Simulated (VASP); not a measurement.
Wanted: the native input for a VASP 6.6.1 run.

- Task: relaxation of cell and atoms
- Functional: PBE
- Potentials or basis: VASP PAW PBE potentials, release 64 (Na_pv, Zr_sv, B)
- Cutoff: 600 eV
- k mesh: 8 × 8 × 8
- Occupations: gaussian, width 0.1 eV
- Spin: no spin polarisation
- Dipole correction: no
- Further INCAR settings: ALGO = Fast; EDIFF = 1e-06; IBRION = 2; EDIFFG = -0.01; NSW = 100; ISIF = 3

The structure of Na3ZrB lies in POSCAR:

```
Na3ZrB
1.0
    4.9792057637      0.0000000000      0.0000000000
    0.0000000000      4.9792057637      0.0000000000
    0.0000000000      0.0000000000      4.9792057637
Na Zr B
3 1 1
Direct
    0.0000000000      0.5000000000      0.5000000000
    0.5000000000      0.0000000000      0.5000000000
    0.5000000000      0.5000000000      0.0000000000
    0.0000000000      0.0000000000      0.0000000000
    0.5000000000      0.5000000000      0.5000000000
```

One way to write it, as run:

INCAR

```
SYSTEM = Na3ZrB
PREC = Accurate
ENCUT = 600
EDIFF = 1E-6
ISMEAR = 0
SIGMA = 0.1
LREAL = .False.
LASPH = .True.
NELM = 60
ALGO = Fast
ISIF = 3
LWAVE = .False.
LCHARG = .False.
GGA = PE
IBRION = 2
NSW = 100
EDIFFG = -0.01
```

KPOINTS

```
Automatic mesh
0
Gamma
  8 8 8
  0 0 0
```

Potentials or basis: VASP PAW PBE potentials, release 64 (Na_pv, Zr_sv, B).

The run is started by

```sh
$ cat potpaw_PBE.64/Na_pv/POTCAR potpaw_PBE.64/Zr_sv/POTCAR potpaw_PBE.64/B/POTCAR > POTCAR
$ mpirun -np 1 vasp_std > vasp.out
```

It gave:

The relaxed volume is 24.88 Å³/atom. The relaxed cell is a = 4.992 Å, b = 4.992 Å, c = 4.992 Å, α = 90.00°, β = 90.00°, γ = 90.00°. The space group after relaxing (to 0.1 Å) is Pm-3m (No. 221) and the energy gained by relaxing is 0.2 meV/atom. The ionic steps are 4 and the pressure after relaxing is 0.1 GPa. The band gap on the k mesh is zero (bands 18 and 19 overlap by 0.78 eV).

Wall time 17 min on 1 thread of Oxide Virtual Turin-like Processor, with other jobs on the host, peak memory 0.31 GiB.
